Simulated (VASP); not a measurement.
Wanted: the native input for a VASP 6.6.1 run.

- Task: single point
- Functional: PBEsol
- Potentials or basis: VASP PAW PBE potentials, release 64 (Ge_d)
- Cutoff: 500 eV
- k mesh: 2 × 2 × 2, shifted
- Occupations: gaussian, width 0.1 eV
- Spin: no spin polarisation
- Dipole correction: no
- Further INCAR settings: ALGO = Normal; EDIFF = 1e-06; NBANDS = 126; ISYM = 0

The structure of Ge lies in POSCAR:

```
Ge
1.0
   -5.6575400000      5.6575400000      0.0000000000
   -5.6575400000      0.0000000000      5.6575400000
    0.0000000000      5.6575400000      5.6575400000
Ge
16
Direct
    0.7500000000      0.7500000000      0.7500000000
    0.2500000000      0.7500000000      0.7500000000
    0.7500000000      0.2500000000      0.7500000000
    0.7500000000      0.7500000000      0.2500000000
    0.2500000000      0.2500000000      0.7500000000
    0.2500000000      0.7500000000      0.2500000000
    0.7500000000      0.2500000000      0.2500000000
    0.2500000000      0.2500000000      0.2500000000
    0.6250000000      0.6250000000      0.1250000000
    0.1250000000      0.6250000000      0.1250000000
    0.6250000000      0.1250000000      0.1250000000
    0.6250000000      0.6250000000      0.6250000000
    0.1250000000      0.1250000000      0.1250000000
    0.1250000000      0.6250000000      0.6250000000
    0.6250000000      0.1250000000      0.6250000000
    0.1250000000      0.1250000000      0.6250000000
```

These files were run (other wordings do the same):

INCAR

```
PREC = Accurate ; ENCUT = 500
EDIFF = 1E-6 ; ISMEAR = 0
SIGMA = 0.1 ; LREAL = False
LASPH = True ; NELM = 120
ALGO = Normal ; ISIF = 2
LWAVE = False ; LCHARG = False
GGA = PS ; NBANDS = 126
ISYM = 0 ; GGA_COMPAT = False
```

KPOINTS

```
Automatic mesh
0
Gamma
  2 2 2
  0.5 0.5 0.5
```

Potentials or basis: VASP PAW PBE potentials, release 64 (Ge_d).

Command:

```sh
$ cat potpaw_PBE.64/Ge_d/POTCAR > POTCAR
$ mpirun -np 1 vasp_std > vasp.out
```

Results of the run:

```
Pressure               : 0.5 GPa
Band gap on the k mesh : 0.59 eV
```

Caveat: the PAW data sets were made with another functional, which shifts forces and pressure a little; a shifted mesh leaves out Γ, where band edges can lie.

It took 21 min on 1 thread of AMD EPYC 7R43 64-Core Processor (Zen 3), with other jobs on the host, peak memory 0.67 GiB.
